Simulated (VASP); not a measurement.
BaS:

```xyz
2
Lattice="0.0000 3.1938 3.1938 3.1938 0.0000 3.1938 3.1938 3.1938 0.0000" Properties=species:S:1:pos:R:3 pbc="T T T"
Ba    0.0000    0.0000    0.0000
S     3.1938    3.1938    3.1938
```

| Quantity | Value |
| --- | --- |
| Program | VASP 6.6.1 |
| Task | relaxation of cell and atoms |
| Functional | LDA |
| Potentials or basis | VASP PAW LDA potentials, release 64 (Ba_sv, S) |
| Cutoff | 600 eV |
| k mesh | 7 × 7 × 7 |
| Occupations | fermi-dirac, width 0.05 eV |
| Spin | no spin polarisation |

At the start: pressure -1.8 GPa; volume 32.58 Å³/atom.

Q: How do energy, volume and symmetry change on relaxing?

A: Over 3 steps the energy falls by 7.5 meV/atom and the volume is 31.31 Å³/atom (-3.9 %); space group Fm-3m (No. 225, to 0.1 Å) before and after.

Step by step:
```tsv
step	energy change (eV)	largest force (eV/Å)	pressure (GPa)	volume (Å³)
1	0.0000	0.0000	-1.83	65.15
2	-0.0129	0.0000	0.76	61.70
3	-0.0150	0.0000	0.00	62.61
```

Final structure:
```
CELL_PARAMETERS angstrom
0.00000 3.15168 3.15168
3.15168 0.00000 3.15168
3.15168 3.15168 0.00000
ATOMIC_POSITIONS crystal
Ba 0.00000 0.00000 0.00000
S 0.50000 0.50000 0.50000
```
